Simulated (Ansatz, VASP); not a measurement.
# GaSb in VASP and in Ansatz

The input INCAR:

```
SYSTEM = GaSb
PREC = Accurate
ENCUT = 600
EDIFF = 1E-7
ISMEAR = 0
SIGMA = 0.01
LREAL = .False.
LASPH = .True.
NELM = 100
ALGO = Normal
ISIF = 3
LWAVE = .False.
LCHARG = .False.
IBRION = 2
NSW = 100
EDIFFG = -0.002
```

KPOINTS

```
regular mesh
0
Gamma
  8 8 8
  0 0 0
```

The input POSCAR:

```
GaSb
1.0
    0.0000000000      3.0244335307      3.0244335307
    3.0244335307      0.0000000000      3.0244335307
    3.0244335307      3.0244335307      0.0000000000
Ga Sb
1 1
Direct
    0.0000000000      0.0000000000      0.0000000000
    0.2500000000      0.2500000000      0.2500000000
```

Input for Ansatz:

```yaml
crystal:
  lattice:
    - [0.0, 3.0244335307, 3.0244335307]
    - [3.0244335307, 0.0, 3.0244335307]
    - [3.0244335307, 3.0244335307, 0.0]
  atoms:
    - { symbol: Ga, position: [0.0, 0.0, 0.0] }
    - { symbol: Sb, position: [0.25, 0.25, 0.25] }
basis:
  ecutwfc: 420
kpoints:
  mp_grid: { grid: [8, 8, 8] }
hamiltonian:
  xc: lda
  pseudopotentials: { kind: paw, azcp: { folder: soft_1 } }
scf:
  occupations: { method: gaussian, width: 0.01 }
output:
  forces: true
  stress: true
  eigenvalues: true
  write_density: true
  write_potential: true
  elf: true
  volumetric_format: npy
relax:
  adjacent_minimum: "off"
  f_tol: 0.002
  max_steps: 80
  cell: { stress_tol: 0.02 }
```

Alike in both runs: task relaxation of cell and atoms; functional LDA; k mesh 8 × 8 × 8; occupations gaussian, width 0.01 eV; no spin polarisation.

|  | VASP | Ansatz |
| --- | --- | --- |
| version | VASP 6.6.1 | Ansatz 0.2.0 |
| potentials or method | VASP PAW LDA potentials, release 64 (Ga_d, Sb), cutoff 600 eV | scalar-relativistic, plane waves, PAW |
| valence electrons in the cell | 18 | 28 |

Ansatz gave:

```
gap on the k mesh at the Fermi level, each at its own relaxed structure (eV) : 0.08
relaxed volume (Å³/atom)                                                     : 27.64
relaxed cell length with the largest relative difference (Å)                 : 4.276
```

Which values does VASP return?

gap on the k mesh at the Fermi level, each at its own relaxed structure (eV): 0.10; relaxed volume (Å³/atom): 27.74; relaxed cell length with the largest relative difference (Å): 4.281.

Ansatz warns that its potentials were made for another functional, while VASP's fit it. LDA's correlation is that of Perdew and Zunger in VASP and of Perdew and Wang (1992) in Ansatz. VASP's potentials hold 18 valence electrons a cell and Ansatz's 28, so a difference there can come from the potentials and not from the codes.

Spin-orbit coupling is off throughout.
